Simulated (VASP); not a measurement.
A run of VASP 6.6.1:

File INCAR:

```
SYSTEM = Fe
PREC = Accurate ; ENCUT = 520
EDIFF = 1E-6 ; ISMEAR = 0
SIGMA = 0.15 ; LREAL = .FALSE.
LASPH = .TRUE. ; NELM = 150
ALGO = Fast ; ISIF = 2
LWAVE = .FALSE. ; LCHARG = .FALSE.
ISPIN = 2 ; MAGMOM = 2.44
LORBIT = 11 ; LMAXMIX = 4
GGA = PE ; NBANDS = 14
```

KPOINTS

```
regular mesh
0
G
  12 12 12
  0 0 0
```

Contents of POSCAR:

```
Fe
1.0
   -1.3349099957      1.3349099957      1.5500974870
    1.3349099957     -1.3349099957      1.5500974870
    1.3349099957      1.3349099957     -1.5500974870
Fe
1
Direct
    0.0000000000      0.0000000000      0.0000000000
```

Potentials or basis: VASP PAW PBE potentials, release 64 (Fe).

Launch:

```sh
$ cat potpaw_PBE.64/Fe/POTCAR > POTCAR
$ mpirun -np 1 vasp_std > vasp.out
```

Hardware: 1 thread of Intel(R) Xeon(R) 6975P-C (Granite Rapids) (shared host).

**Question.** How long does it take, and how much memory?

**Answer.** Wall time 19 s on 1 thread of Intel(R) Xeon(R) 6975P-C (Granite Rapids), with other jobs on the host, peak memory 0.15 GiB. Counts: scf iterations 13, k points 163.
